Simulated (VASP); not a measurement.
Write the native input for VASP 6.6.1 that does the following.

- Task: single point
- Functional: PBEsol
- Potentials or basis: VASP PAW PBE potentials, release 64 (In_d, P)
- Cutoff: 520 eV
- k mesh: 10 × 10 × 10
- Occupations: gaussian, width 0.02 eV
- Spin: no spin polarisation
- Dipole correction: no
- Further INCAR settings: ALGO = Normal; EDIFF = 1e-07; NBANDS = 16

The structure of InP lies in POSCAR:

```
InP
1.0
    0.0000000000      2.9390910317      2.9390910317
    2.9390910317      0.0000000000      2.9390910317
    2.9390910317      2.9390910317      0.0000000000
In P
1 1
Direct
    0.0000000000      0.0000000000      0.0000000000
    0.2500000000      0.2500000000      0.2500000000
```

The input as run:

INCAR

```
SYSTEM = InP
  ALGO = Normal
  EDIFF = 1E-7
  ENCUT = 520
  GGA = PS
  ISIF = 2
  ISMEAR = 0
  LASPH = .True.
  LCHARG = .False.
  LREAL = .False.
  LWAVE = .False.
  NBANDS = 16
  NELM = 100
  PREC = Accurate
  SIGMA = 0.02
```

KPOINTS

```
k-points
0
Gamma
  10 10 10
  0 0 0
```

Potentials or basis: VASP PAW PBE potentials, release 64 (In_d, P).

The run is started by

```console
$ cat potpaw_PBE.64/In_d/POTCAR potpaw_PBE.64/P/POTCAR > POTCAR
$ mpirun -np 1 vasp_std > vasp.out
```

It gave:

```json
{
  "Pressure": "0.0 GPa",
  "Band gap on the k mesh": "0.57 eV, direct"
}
```

Caveat: the PAW data sets were made with another functional, which shifts forces and pressure a little; spin-orbit coupling is left out, which moves the levels of the heavy elements.

It took 14 s on 1 thread of Intel(R) Xeon(R) 6975P-C (Granite Rapids), on a shared host, peak memory 0.19 GiB.
